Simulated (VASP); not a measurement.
# Na3Ti2O (P6/mmm) in VASP: notebook

Runs on Na3Ti2O. Level: PBE. Tasks: single point, relaxation of cell and atoms.

All numbers are computed with VASP 6.6.1; they aren't measurements. Logs are shortened: lines on timing, memory, paths and dates and some standing lists are left out, and cuts for length are marked.

### 1 The cell of the first run

It takes space group P6/mmm (No. 191, hexagonal). The conventional cell has a = 6.685 Å, b = 6.685 Å, c = 5.727 Å, α = 90.00°, β = 90.00°, γ = 120.00°. Na (site symmetry mmm) has 4 Na at 3.34 Å and 4 Ti at 3.50 Å and 4 O at 4.40 Å within 4.5 Å. Within 2.4 Å of Ti (site symmetry 6mm) lie 1 O at 1.83 Å and 1 Ti at 2.07 Å. Within 2.4 Å of O (site symmetry 6/mmm) lie 2 Ti at 1.83 Å.

The cell was generated, and may not be a known phase.

### 2 Single point, PBE

Input file INCAR:

```
ALGO = Fast ; EDIFF = 1E-6
ENCUT = 520 ; GGA = PE
ISIF = 2 ; ISMEAR = 0
LASPH = T ; LCHARG = F
LREAL = F ; LWAVE = F
NBANDS = 34 ; NELM = 60
PREC = Accurate ; SIGMA = 0.1
```

Input file KPOINTS:

```
k-points
0
Gamma
  6 6 8
```

Input file POSCAR:

```
Na3Ti2O
1.0
    6.6848761761      0.0000000000      0.0000000000
   -3.3424380881      5.7892725897      0.0000000000
    0.0000000000      0.0000000000      5.7265619065
Na Ti O
3 2 1
Direct
    0.5000000000      0.0000000000      0.0000000000
    0.0000000000      0.5000000000      0.0000000000
    0.5000000000      0.5000000000      0.0000000000
    0.0000000000      0.0000000000      0.1810985718
    0.0000000000      0.0000000000      0.8189014282
    0.0000000000      0.0000000000      0.5000000000
```

Potentials or basis: VASP PAW PBE potentials, release 64 (Na_pv, Ti_sv, O).

Command:

```
$ cat potpaw_PBE.64/Na_pv/POTCAR potpaw_PBE.64/Ti_sv/POTCAR potpaw_PBE.64/O/POTCAR > POTCAR
$ mpirun -np 1 vasp_std > vasp.out
```

OUTCAR:

```text
EDIFF = 1E-6
   ENCUT = 520
   GGA = PE
   ISIF = 2
   ISMEAR = 0
   LASPH = T
   LREAL = F
   NELM = 60
   PREC = Accurate

 ion  position               nearest neighbor table
   1  0.500  0.000  0.000-
   2  0.000  0.500  0.000-
   3  0.500  0.500  0.000-
   4  0.000  0.000  0.181-   6 1.83   5 2.07
   5  0.000  0.000  0.819-   6 1.83   4 2.07
   6  0.000  0.000  0.500-   4 1.83   5 1.83

  LATTYP: Found a hexagonal cell.
 ALAT       =     6.6848761761
 C/A-ratio  =     0.8566444248

  Lattice vectors:

 A1 = (   6.6848761761,   0.0000000000,   0.0000000000)
 A2 = (  -3.3424380881,   5.7892725897,   0.0000000000)
 A3 = (   0.0000000000,   0.0000000000,   5.7265619065)

Analysis of symmetry for initial positions (statically):
=====================================================================
 Subroutine PRICEL returns:
 Original cell was already a primitive cell.

 Routine SETGRP: Setting up the symmetry group for a
 hexagonal supercell.

 Subroutine GETGRP returns: Found 24 space group operations
 (whereof 24 operations were pure point group operations)
 out of a pool of 24 trial point group operations.

The static configuration has the point symmetry D_6h.

Analysis of symmetry for dynamics (positions and initial velocities):
=====================================================================
 Subroutine PRICEL returns:
 Original cell was already a primitive cell.

 Routine SETGRP: Setting up the symmetry group for a
 hexagonal supercell.

 Subroutine GETGRP returns: Found 24 space group operations
 (whereof 24 operations were pure point group operations)
 out of a pool of 24 trial point group operations.

The dynamic configuration has the point symmetry D_6h.

 Subroutine INISYM returns: Found 24 space group operations
 (whereof 24 operations are pure point group operations),
 and found     1 'primitive' translations

----------------------------------------------------------------------------------------

                                     Primitive cell

  volume of cell :     221.6212

  direct lattice vectors                    reciprocal lattice vectors
     6.684876176  0.000000000  0.000000000     0.149591402  0.086366636  0.000000000
    -3.342438088  5.789272590  0.000000000     0.000000000  0.172733273  0.000000000
     0.000000000  0.000000000  5.726561906     0.000000000  0.000000000  0.174624848

  length of vectors
     6.684876176  6.684876176  5.726561906     0.172733273  0.172733273  0.174624848

  position of ions in fractional coordinates (direct lattice)
     0.500000000  0.000000000  0.000000000
     0.000000000  0.500000000  0.000000000
     0.500000000  0.500000000  0.000000000
     0.000000000  0.000000000  0.181098572
     0.000000000  0.000000000  0.818901428
     0.000000000  0.000000000  0.500000000

  ion indices of the primitive-cell ions
   primitive index   ion index
                 1           1
                 2           2
                 3           3
                 4           4
                 5           5
                 6           6

----------------------------------------------------------------------------------------

 KPOINTS: k-points

Automatic generation of k-mesh.
 Grid dimensions read from file:
 generate k-points for:    6    6    8

 Generating k-lattice:

  Cartesian coordinates                     Fractional coordinates (reciprocal lattice)
     0.024931900  0.014394439  0.000000000     0.166666667  0.000000000  0.000000000
     0.000000000  0.028788879  0.000000000     0.000000000  0.166666667  0.000000000
     0.000000000  0.000000000  0.021828106     0.000000000  0.000000000  0.125000000

  Length of vectors
     0.028788879  0.028788879  0.021828106

  Shift w.r.t. Gamma in fractional coordinates (k-lattice)
     0.000000000  0.000000000  0.000000000

 Subroutine IBZKPT returns following result:
 ===========================================

 Found     35 irreducible k-points:

 Following reciprocal coordinates:
            Coordinates               Weight
  0.000000  0.000000  0.000000      1.000000
  0.166667 -0.000000  0.000000      6.000000
  0.333333  0.000000  0.000000      6.000000
  0.500000  0.000000  0.000000      3.000000
  0.166667  0.166667  0.000000      6.000000
  0.333333  0.166667  0.000000     12.000000
[... 16 lines left out ...]
  0.166667 -0.000000  0.375000     12.000000
  0.333333  0.000000  0.375000     12.000000
 [... further k-points ...]
   k-points           NKPTS =     35   k-points in BZ     NKDIM =     35   number of bands    NBANDS=     34
   number of dos      NEDOS =    301   number of ions     NIONS =      6
   total plane-waves  NPLWV = 120000
   dimension x,y,z NGX =    50 NGY =   50 NGZ =   48
   dimension x,y,z NGXF=   100 NGYF=  100 NGZF=   96
   ions per type =               3   2   1
   NGX,Y,Z   is equivalent  to a cutoff of  12.43, 12.43, 13.93 a.u.
   NGXF,Y,Z  is equivalent  to a cutoff of  24.87, 24.87, 27.87 a.u.
[... 48 lines left out ...]
   NGX = 25   NGY = 25   NGZ = 21

 number of electron      51.0000006 magnetization

 Free energy of the ion-electron system (eV)
  ---------------------------------------------------
  ext. energy  EPLUGINS =         0.00000000
  ---------------------------------------------------
  free energy    TOTEN  =       -24.26345871 eV

  energy without entropy =      -24.22153186  energy(sigma->0) =      -24.24249529

 E-fermi :   0.6827     XC(G=0):  -6.3560

 val. band max:        0.6816500157   @ k =   0.0000   0.0000   0.5000
 cond. band min:       0.6892924061   @ k =   0.3333   0.1667   0.2500
 fundamental gap:      0.0076423904
 Fermi energy:         0.6827451858

 k-point     1 :       0.0000    0.0000    0.0000
  band No.  band energies     occupation
      1     -56.5776      2.00000
      2     -55.9723      2.00000
      3     -34.0078      2.00000
      4     -32.7085      2.00000
      5     -32.7085      2.00000
      6     -32.3324      2.00000
[... 26 lines left out ...]
     33       3.2224      0.00000
     34       3.2377      0.00000

 k-point     2 :       0.1667   -0.0000    0.0000
  band No.  band energies     occupation
      1     -56.5776      2.00000
      2     -55.9723      2.00000
      3     -34.0078      2.00000
      4     -32.7085      2.00000
      5     -32.7085      2.00000
      6     -32.3324      2.00000
[... 26 lines left out ...]
     33       3.0017      0.00000
     34       3.2608      0.00000

 k-point     3 :       0.3333    0.0000    0.0000
  band No.  band energies     occupation
      1     -56.5776      2.00000
      2     -55.9723      2.00000
      3     -34.0078      2.00000
      4     -32.7085      2.00000
      5     -32.7085      2.00000
      6     -32.3324      2.00000
[... 26 lines left out ...]
     33       2.6866      0.00000
     34       3.1322      0.00000

 k-point     4 :       0.5000    0.0000    0.0000
  band No.  band energies     occupation
      1     -56.5776      2.00000
      2     -55.9723      2.00000
      3     -34.0078      2.00000
      4     -32.7085      2.00000
      5     -32.7085      2.00000
      6     -32.3324      2.00000
[... 26 lines left out ...]
     33       2.5669      0.00000
     34       2.9650      0.00000

 k-point     5 :       0.1667    0.1667    0.0000
  band No.  band energies     occupation
      1     -56.5776      2.00000
      2     -55.9723      2.00000
      3     -34.0078      2.00000
      4     -32.7085      2.00000
      5     -32.7085      2.00000
      6     -32.3324      2.00000
[... 621 lines left out ...]
 k-point    22 :       0.0000    0.0000    0.3750
  band No.  band energies     occupation
      1     -56.5758      2.00000
      2     -55.9745      2.00000
      3     -33.9405      2.00000
      4     -32.7055      2.00000
      5     -32.7055      2.00000
      6     -32.3357      2.00000
[... 26 lines left out ...]
     33       2.7866      0.00000
     34       4.4505      0.00000

 k-point    23 :       0.1667   -0.0000    0.3750
  band No.  band energies     occupation
      1     -56.5758      2.00000
      2     -55.9745      2.00000
      3     -33.9405      2.00000
      4     -32.7055      2.00000
      5     -32.7055      2.00000
      6     -32.3357      2.00000
[... 26 lines left out ...]
     33       3.0895      0.00000
     34       3.8716      0.00000

 k-point    24 :       0.3333    0.0000    0.3750
  band No.  band energies     occupation
      1     -56.5758      2.00000
      2     -55.9745      2.00000
      3     -33.9405      2.00000
      4     -32.7055      2.00000
      5     -32.7055      2.00000
      6     -32.3357      2.00000
[... 26 lines left out ...]
     33       2.6932      0.00000
     34       3.2790      0.00000

 [... further k-points ...]

------------------------ aborting loop because EDIFF is reached ----------------------------------------

  FORCE on cell =-STRESS in cart. coord.  units (eV):
  Direction    XX          YY          ZZ          XY          YZ          ZX
  --------------------------------------------------------------------------------------
  -------------------------------------------------------------------------------------
  Total       -0.0269927     -0.0269927      0.6096723      0.0000000     -0.0000000     -0.0000000
  in kB       -0.1951398     -0.1951398      4.4075347      0.0000000     -0.0000000     -0.0000000
  external PRESSURE =       1.3390850 kB  Pullay stress =       0.0000000 kB

 VOLUME and BASIS-vectors are now :
 -----------------------------------------------------------------------------
  energy-cutoff  :      520.00
  volume of cell :      221.62
      direct lattice vectors                 reciprocal lattice vectors
     6.684876176  0.000000000  0.000000000     0.149591402  0.086366636  0.000000000
    -3.342438088  5.789272590  0.000000000     0.000000000  0.172733273  0.000000000
     0.000000000  0.000000000  5.726561906     0.000000000  0.000000000  0.174624848

 POSITION                                       TOTAL-FORCE (eV/Angst)
 -----------------------------------------------------------------------------------
      3.34244      0.00000      0.00000         0.000000      0.000000      0.000000
     -1.67122      2.89464      0.00000         0.000000      0.000000      0.000000
      1.67122      2.89464      0.00000         0.000000      0.000000      0.000000
      0.00000      0.00000      1.03707         0.000000      0.000000      0.143342
      0.00000      0.00000      4.68949        -0.000000     -0.000000     -0.143342
      0.00000      0.00000      2.86328         0.000000      0.000000      0.000000
 -----------------------------------------------------------------------------------
    total drift:                               -0.000000      0.000000     -0.000000

  FREE ENERGIE OF THE ION-ELECTRON SYSTEM (eV)
  ---------------------------------------------------
  free  energy   TOTEN  =       -24.2634587105 eV

  energy  without entropy=      -24.2215318606  energy(sigma->0) =      -24.24249529
```

Wall time 28 min (1 thread of Oxide Virtual Turin-like, shared host); peak memory 0.46 GiB.

What came out:

```
Free energy            : -24.2635 eV
Pressure               : 0.1 GPa
Largest force          : 0.143 eV/Å
Band gap on the k mesh : zero (an odd number of electrons rules out a gap without spin polarisation)
```

Forces in eV/Å, atoms in the order of the input:
```
Na   0.000  0.000  0.000
Na   0.000  0.000  0.000
Na   0.000  0.000  0.000
Ti   0.000  0.000  0.143
Ti   0.000  0.000 -0.143
O    0.000  0.000  0.000
```

### 3 Single point, PBE, collinear spin

This run uses another cell than the first one, of 19.11 Å³/atom.

Input file INCAR:

```
SYSTEM = Na3Ti2O
PREC     = Accurate       ! precision mode
ENCUT    = 520            ! plane-wave cutoff, eV
EDIFF    = 1E-7           ! SCF threshold, eV
ISMEAR   = 0              ! smearing method
SIGMA    = 0.1            ! smearing width, eV
LREAL    = .FALSE.        ! projectors in reciprocal space
LASPH    = .TRUE.         ! aspherical terms in the spheres
NELM     = 150            ! most SCF steps
ALGO     = Normal         ! electronic algorithm
ISIF     = 2              ! what is computed and relaxed
LWAVE    = .FALSE.        ! write WAVECAR
LCHARG   = .FALSE.        ! write CHGCAR
ISPIN    = 2              ! spin polarisation
MAGMOM   = 0 0 0 1 -1 0   ! initial moments
LORBIT   = 11             ! projections on sites
LMAXMIX  = 4              ! l up to which the mixer works
GGA      = PE             ! functional
NBANDS   = 38             ! bands
```

Input file KPOINTS:

```
regular mesh
0
G
  6 6 4
  0 0 0
```

Input file POSCAR:

```
Na3Ti2O
1.0
    4.9279483000      0.0000000000      0.0000000000
   -2.4639741500      4.2677284200      0.0000000000
    0.0000000000      0.0000000000      5.4516071600
Na Ti O
3 2 1
Direct
    0.5000000000      0.0000000000      0.0000000000
    0.0000000000      0.5000000000      0.0000000000
    0.5000000000      0.5000000000      0.0000000000
    0.0000000000      0.0000000000      0.2245335100
    0.0000000000      0.0000000000      0.7754664900
    0.0000000000      0.0000000000      0.5000000000
```

Potentials or basis: VASP PAW PBE potentials, release 64 (Na_pv, Ti_sv, O).

Command:

```
$ cat potpaw_PBE.64/Na_pv/POTCAR potpaw_PBE.64/Ti_sv/POTCAR potpaw_PBE.64/O/POTCAR > POTCAR
$ mpirun -np 1 vasp_std > vasp.out
```

It took 6.9 min on 1 thread of Oxide Virtual Turin-like, shared host; peak memory 0.34 GiB.

Results (log left out):

```
Free energy                                           : -15.0065 eV
Pressure                                              : 45.1 GPa
Largest force                                         : 13.723 eV/Å
Net moment                                            : 0.00 μB per cell
Site moments                                          : Na +0.00; Ti +0.26, -0.26; O +0.00 μB
Valence electrons inside the program's atomic spheres : Na 6.28; Ti 11.07; O 5.35
```

Forces on the atoms (eV/Å):
```
Na    0.000   0.000   0.000
Na    0.000   0.000   0.000
Na    0.000   0.000   0.000
Ti    0.000   0.000 -13.723
Ti    0.000   0.000  13.723
O     0.000   0.000   0.000
```

Stress tensor (GPa, compression positive):
```
29.90  0.00  0.00
 0.00 29.90  0.00
 0.00  0.00 75.58
```

Levels at points of the mesh, in eV from the Fermi level:
Spin up:
```tsv
k point	band 22	band 23	band 24	band 25	band 26	band 27	band 28	band 29	band 30	band 31
(0.00, 0.00, 0.00)	-4.25	-0.34	-0.34	-0.33	0.00	0.63	0.63	0.99	0.99	1.97
(0.50, 0.00, 0.00)	-2.34	-2.20	-0.21	0.10	0.29	0.53	0.56	1.17	1.53	1.80
(0.00, 0.00, 0.50)	-3.70	-2.30	-0.70	-0.70	-0.05	-0.05	0.62	0.62	3.47	4.28
(0.50, 0.00, 0.50)	-2.03	-1.87	-0.92	-0.79	0.06	0.46	0.57	0.66	0.69	0.96
```
Spin down:
| k point | band 24 | band 25 | band 26 | band 27 | band 28 | band 29 |
| --- | --- | --- | --- | --- | --- | --- |
| (0.00, 0.00, 0.00) | -0.34 | -0.33 | 0.00 | 0.63 | 0.63 | 0.99 |
| (0.50, 0.00, 0.00) | -0.21 | 0.10 | 0.29 | 0.53 | 0.56 | 1.17 |
| (0.00, 0.00, 0.50) | -0.70 | -0.70 | -0.05 | -0.05 | 0.62 | 0.62 |
| (0.50, 0.00, 0.50) | -0.92 | -0.79 | 0.06 | 0.46 | 0.57 | 0.66 |

Caveat: atoms lie so close that the PAW spheres overlap strongly, which falsifies energies and pressures; the stress differs along the axes, from 30 to 76 GPa; forces of over 1 eV/Å act on the atoms, so gaps and moduli don't describe the material at rest.

### 4 Relaxation of cell and atoms, PBE

Input file INCAR:

```
ALGO = Fast
EDIFF = 1E-6
EDIFFG = -0.01
ENCUT = 600
GGA = PE
IBRION = 2
ISIF = 3
ISMEAR = 0
LASPH = True
LCHARG = False
LREAL = False
LWAVE = False
NELM = 60
NSW = 100
PREC = Accurate
SIGMA = 0.1
```

Input file KPOINTS:

```
k-points
0
Gamma
  6 6 8
```

Input file POSCAR:

```
Na3Ti2O
1.0
    6.6866179556      0.0000000000      0.0000000000
   -3.3433089778      5.7907810149      0.0000000000
    0.0000000000      0.0000000000      5.7259847086
Na Ti O
3 2 1
Direct
    0.5000000000      0.0000000000      0.0000000000
    0.0000000000      0.5000000000      0.0000000000
    0.5000000000      0.5000000000      0.0000000000
    0.0000000000      0.0000000000      0.1812226093
    0.0000000000      0.0000000000      0.8187773907
    0.0000000000      0.0000000000      0.5000000000
```

Command:

```
$ cat potpaw_PBE.64/Na_pv/POTCAR potpaw_PBE.64/Ti_sv/POTCAR potpaw_PBE.64/O/POTCAR > POTCAR
$ mpirun -np 1 vasp_std > vasp.out
```

It took 70 min on 1 thread of Oxide Virtual Turin-like, shared host; peak memory 0.55 GiB.

The run converged. Its results:

- Free energy: -24.2678 eV
- Relaxed volume: 36.98 Å³/atom
- Relaxed cell: a = 6.677 Å, b = 6.677 Å, c = 5.747 Å, α = 90.00°, β = 90.00°, γ = 120.00°
- Space group after relaxing (to 0.1 Å): P6/mmm (No. 191)
- Energy gained by relaxing: 0.3 meV/atom
- Ionic steps: 7
- Pressure after relaxing: 0.0 GPa
- Largest force after relaxing: 0.009 eV/Å
- Band gap on the k mesh: zero (an odd number of electrons rules out a gap without spin polarisation)

Forces on the atoms (eV/Å):
```
Na   0.000  0.000  0.000
Na   0.000  0.000  0.000
Na   0.000  0.000  0.000
Ti   0.000  0.000 -0.009
Ti   0.000  0.000  0.009
O    0.000  0.000  0.000
```

Step by step:
```
step  energy change (eV)  largest force (eV/Å)  pressure (GPa)  volume (Å³)
   1              0.0000                0.1188            0.11       221.71
   2             -0.0016                0.0011           -0.03       222.52
   3             -0.0017                0.0196           -0.06       222.38
   4             -0.0017                0.0217           -0.05       222.36
   5             -0.0018                0.0233           -0.01       222.05
   6             -0.0018                0.0153           -0.01       222.10
   7             -0.0018                0.0095           -0.01       221.87
```

Final structure:
```cif
data_structure
_symmetry_space_group_name_H-M 'P 1'
_symmetry_Int_Tables_number 1
_cell_length_a 6.6769
_cell_length_b 6.6769
_cell_length_c 5.7467
_cell_angle_alpha 90.000
_cell_angle_beta 90.000
_cell_angle_gamma 120.000
_cell_volume 221.87
loop_
_atom_site_label
_atom_site_type_symbol
_atom_site_fract_x
_atom_site_fract_y
_atom_site_fract_z
_atom_site_occupancy
Na1 Na 0.50000 0.00000 0.00000 1
Na2 Na 0.00000 0.50000 0.00000 1
Na3 Na 0.50000 0.50000 0.00000 1
Ti1 Ti 0.00000 0.00000 0.18217 1
Ti2 Ti 0.00000 0.00000 0.81783 1
O1 O 0.00000 0.00000 0.50000 1
```

Levels at points of the mesh, in eV from the Fermi level:
```tsv
k point	band 23	band 24	band 25	band 26	band 27	band 28	band 29	band 30
(0.00, 0.00, 0.00)	-0.52	-0.52	-0.15	-0.15	0.60	1.05	1.51	1.51
(0.50, 0.00, 0.00)	-1.68	-0.68	-0.35	0.11	0.60	0.73	1.42	1.55
(0.00, 0.00, 0.50)	-1.05	-1.05	-0.41	0.00	0.00	1.32	1.32	1.98
(0.50, 0.00, 0.50)	-1.53	-1.11	-0.15	-0.14	0.20	0.46	1.19	1.32
```

### 5 Overview

| task | spin | cell | k mesh | cutoff (eV) | gap on the mesh (eV) | pressure (GPa) | largest force (eV/Å) |
| --- | --- | --- | --- | --- | --- | --- | --- |
| single point | off | a = 6.685, b = 6.685, c = 5.727 Å, angles 90.0, 90.0, 120.0°, 6 atoms, atomic positions A | 6 × 6 × 8 | 520 | none | 0.1 | 0.14 |
| single point | collinear | a = 4.928, b = 4.928, c = 5.452 Å, angles 90.0, 90.0, 120.0°, 6 atoms, atomic positions B | 6 × 6 × 4 | 520 | none | 45.1 | 13.72 |
| relaxation of cell and atoms | off | relaxed from a = 6.687, b = 6.687, c = 5.726 Å, angles 90.0, 90.0, 120.0°, 6 atoms, atomic positions C | 6 × 6 × 8 | 600 | none | 0.0 | 0.01 |

Alike in all rows: level PBE; potentials or basis VASP PAW PBE potentials, release 64 (Na_pv, Ti_sv, O); smearing gaussian 0.1 eV.

Caveats: atoms lie so close that the PAW spheres overlap strongly, which falsifies energies and pressures (at least some runs); the stress differs along the axes, from 30 to 76 GPa (at least some runs); forces of over 1 eV/Å act on the atoms, so gaps and moduli don't describe the material at rest (at least some runs).

Absolute energies hang on the potentials; compare differences alone.

The gap in the log of VASP goes by the Fermi energy; the results here count the filled bands.